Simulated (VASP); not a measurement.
Runs of VASP 6.6.1 on ZnSe. The structure is that of space group F-43m (No. 216), or close to it. The cells are those of the table. 

```tsv
task	level	potentials or basis	spin	cell	gap on the mesh (eV)	pressure (GPa)	moment (μB)
single point	PBEsol	VASP PAW PBE potentials, release 64 (Zn, Se)	off	a = 4.008 Å, angles 60.0°, 2 atoms	1.17	-0.9	-
electric field gradients	PBE	VASP PAW PBE potentials, release 64 (Zn, Se)	off	a = 4.034 Å, angles 60.0°, 2 atoms	1.21	(b)	-
electric field gradients	PBE	VASP PAW PBE potentials, release 64 (Zn, Se)	non-collinear, zero start, SOC	a = 4.008 Å, angles 60.0°, 2 atoms	-	2.4	0.00
electric field gradients	PBEsol	VASP PAW PBE potentials, release 64 (Zn, Se)	off	a = 4.008 Å, angles 60.0°, 2 atoms	1.17	-0.9	-
electric field gradients	PBE	VASP PAW PBE potentials, release 64 (Zn, Se)	off	a = 4.060 Å, angles 60.0°, 2 atoms	1.13	-0.1	-
single point	LDA	VASP PAW LDA potentials, release 64 (Zn, Se)	off	a = 4.008 Å, angles 60.0°, 2 atoms	1.07	-3.1	-
single point	PBE	VASP PAW PBE potentials, release 64 (Zn, Se)	non-collinear, zero start, SOC	a = 4.008 Å, angles 60.0°, 2 atoms	-	2.4	0.00
electric field gradients	r2SCAN	VASP PAW PBE potentials, release 64 (Zn, Se)	off	a = 4.008 Å, angles 60.0°, 2 atoms	1.87	0.0	-
electric field gradients	LDA	VASP PAW LDA potentials, release 64 (Zn, Se)	off	a = 4.008 Å, angles 60.0°, 2 atoms	1.07	-3.1	-
electric field gradients	PBE	VASP PAW PBE potentials, release 64 (Zn, Se)	off	a = 4.021 Å, angles 60.0°, 2 atoms	(a)	1.7	-
electric field gradients	PBE	VASP PAW PBE potentials, release 64 (Zn, Se)	off	a = 4.086 Å, angles 60.0°, 2 atoms	1.06	-1.1	-
```

Alike in all rows: k mesh 8 × 8 × 8; cutoff (eV) 520; smearing fermi-dirac 0.03 eV.

Problem. Estimate the missing entries.

Solution. (a) 1.25; (b) 1.1.

Caveats: the PAW data sets were made with another functional, which shifts forces and pressure a little (at least some runs); the cell stands under tension (at least some runs).

A k mesh can miss the band edges, and rows without SOC leave out spin-orbit coupling on Se.
